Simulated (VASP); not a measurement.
Wanted: the native input for a VASP 6.6.1 run.

```
Task                   : single point
Functional             : LDA
Potentials or basis    : VASP PAW LDA potentials, release 64 (Bi_d, Te)
Cutoff                 : 520 eV
k mesh                 : 8 × 8 × 8
Occupations            : fermi-dirac, width 0.08 eV
Spin                   : no spin polarisation
Dipole correction      : no
Further INCAR settings : ALGO = Normal; EDIFF = 1e-06; NBANDS = 32
```

The structure of Bi2Te3 lies in POSCAR:

```
Bi2Te3
1.0
    2.0962837660      1.1535270809      9.9118341995
   -2.3207187418      1.1976971059      9.9560042246
   -0.0739651241     -2.6496242869      9.9721715759
Bi Te
2 3
Direct
    0.8120000000      0.8120000000      0.8120000000
    0.4020000000      0.4020000000      0.4020000000
    0.6110000000      0.6110000000      0.6110000000
    0.2000000000      0.2000000000      0.2000000000
    0.0000000000      0.0000000000      0.0000000000
```

This cell differs from its parent crystal: equal xy, yz and zx shear strains of -2 %.

One way to write it, as run:

INCAR

```
  PREC = Accurate
  ENCUT = 520
  EDIFF = 1E-6
  ISMEAR = -1
  SIGMA = 0.08
  LREAL = False
  LASPH = True
  NELM = 60
  ALGO = Normal
  ISIF = 2
  LWAVE = False
  LCHARG = False
  GGA = CA
  NBANDS = 32
  KPAR = 4
```

KPOINTS

```
Automatic mesh
0
Gamma
  8 8 8
```

Potentials or basis: VASP PAW LDA potentials, release 64 (Bi_d, Te).

Command:

```console
$ cat potpaw_LDA.64/Bi_d/POTCAR potpaw_LDA.64/Te/POTCAR > POTCAR
$ mpirun -np 4 vasp_std > vasp.out
```

Results of the run:

```
Pressure               : -1.8 GPa
Largest force          : 1.153 eV/Å
Band gap on the k mesh : zero (bands 24 and 25 overlap by 0.31 eV)
```

Caveat: the cell differs from its parent crystal (equal xy, yz and zx shear strains of -2 %); spin-orbit coupling is left out, which moves the levels of the heavy elements; forces of over 1 eV/Å act on the atoms, so gaps and moduli don't describe the material at rest.

Wall time 37 min on 4 MPI ranks on Oxide Virtual Turin-like Processor (shared host), peak memory 1.5 GiB a rank.
